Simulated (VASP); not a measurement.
Set up this calculation in VASP 6.6.1, as the native input.

```yaml
Task: single point
Functional: PBE
Potentials_or_basis: VASP PAW PBE potentials, release 64 (Tm_3, Hg, Cl), 4f in core
Cutoff: 500 eV
k_mesh: 6 × 6 × 4
Occupations: gaussian, width 0.1 eV
Spin: no spin polarisation
Dipole_correction: no
Mended: yes
Further_INCAR_settings: ALGO = Normal; EDIFF = 1e-06; NBANDS = 21
```

The structure of TmHgCl lies in POSCAR:

```
TmHgCl
1.0
    3.6712241994      0.0000000000      0.0000000000
    0.0000000000      3.6712241994      0.0000000000
    0.0000000000      0.0000000000      6.5104323908
Tm Hg Cl
1 1 1
Direct
    0.0000000000      0.0000000000      0.0000000000
    0.5000000000      0.5000000000      0.5000000000
    0.5000000000      0.5000000000      0.0000000000
```

The cell was built from a structure type or drawn by symmetry, and may not be a known phase.

One way to write it, as run:

INCAR

```
ALGO = Normal
EDIFF = 1E-6
ENCUT = 500
GGA = PE
GGA_COMPAT = False
ISIF = 2
ISMEAR = 0
LASPH = True
LCHARG = False
LMAXMIX = 6
LREAL = False
LWAVE = False
NBANDS = 21
NELM = 200
PREC = Accurate
SIGMA = 0.1
```

KPOINTS

```
k-points
0
Gamma
  6 6 4
```

Potentials or basis: VASP PAW PBE potentials, release 64 (Tm_3, Hg, Cl), 4f in core.

Command:

```console
$ cat potpaw_PBE.64/Tm_3/POTCAR potpaw_PBE.64/Hg/POTCAR potpaw_PBE.64/Cl/POTCAR > POTCAR
$ mpirun -np 1 vasp_std > vasp.out
```

It gave:

The pressure is 0.4 GPa and the band gap on the k mesh is zero (bands 14 and 15 overlap by 2.05 eV).

Caveat: spin-orbit coupling is left out, which moves the levels of the heavy elements; the 4f electrons are frozen in the core, so they carry no moment and show no levels; the run has no spin polarisation, though such a crystal can be magnetic.

It took 23 s on 1 thread of AMD EPYC 9R45 96-Core Processor (Zen 5) (shared host), peak memory 0.19 GiB.
